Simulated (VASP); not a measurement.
# CuO: single point with r2SCAN+D4

CuO:

```
Cu O
1.0
     2.38778   -1.74486    0.00000
     2.38778    1.74486    0.00000
    -0.86670    0.00000    5.15707
Cu O
2 2
Direct
  0.50000 0.00000 0.50000
  0.00000 0.50000 0.00000
  0.41840 0.58160 0.75000
  0.58160 0.41840 0.25000
```

```
Program             : VASP 6.6.1
Task                : single point
Functional          : r2SCAN
Dispersion          : D4
Potentials or basis : VASP PAW PBE potentials, release 64 (Cu, O)
Cutoff              : 520 eV
k mesh              : 10 × 10 × 5
Occupations         : fermi-dirac, width 0.05 eV
Spin                : no spin polarisation
```

The pressure is -11.2 GPa. The largest force is 0.412 eV/Å and the band gap on the k mesh is zero (bands 17 and 18 overlap by 0.59 eV). The dispersion energy per atom is -0.114 eV.

Forces on the atoms (eV/Å):
```
Cu   0.000  0.000  0.000
Cu   0.000  0.000  0.000
O    0.000 -0.412  0.000
O    0.000  0.412  0.000
```

Stress tensor (GPa, compression positive):
```
-11.95   0.00   0.57
  0.00  -7.71   0.00
  0.57   0.00 -14.01
```

Levels at points of the mesh, in eV from the Fermi level:
| k point | band 14 | band 15 | band 16 | band 17 | band 18 | band 19 | band 20 | band 21 |
| --- | --- | --- | --- | --- | --- | --- | --- | --- |
| (0.00, 0.00, 0.00) | -2.24 | -2.18 | -1.76 | 0.19 | 0.91 | 1.85 | 6.48 | 8.37 |
| (0.50, 0.00, 0.00) | -1.66 | -1.54 | -1.47 | 0.02 | 0.27 | 5.32 | 6.61 | 7.21 |
| (0.50, 0.50, 0.00) | -2.13 | -1.64 | -1.30 | -0.72 | 1.04 | 3.90 | 7.39 | 8.92 |

It took 5.9 min on 1 thread of AMD EPYC 9R45 96-Core Processor (Zen 5) (shared host), peak memory 0.23 GiB.

Caveat: the cell stands under tension; the PAW data sets were made with another functional, which shifts forces and pressure a little; semilocal functionals often make such compounds metallic where correlation or magnetic order opens a gap, which also shifts bond lengths. With open d or f shells a metallic result of r2SCAN can be an artefact of self-interaction; +U or a hybrid may open a gap.
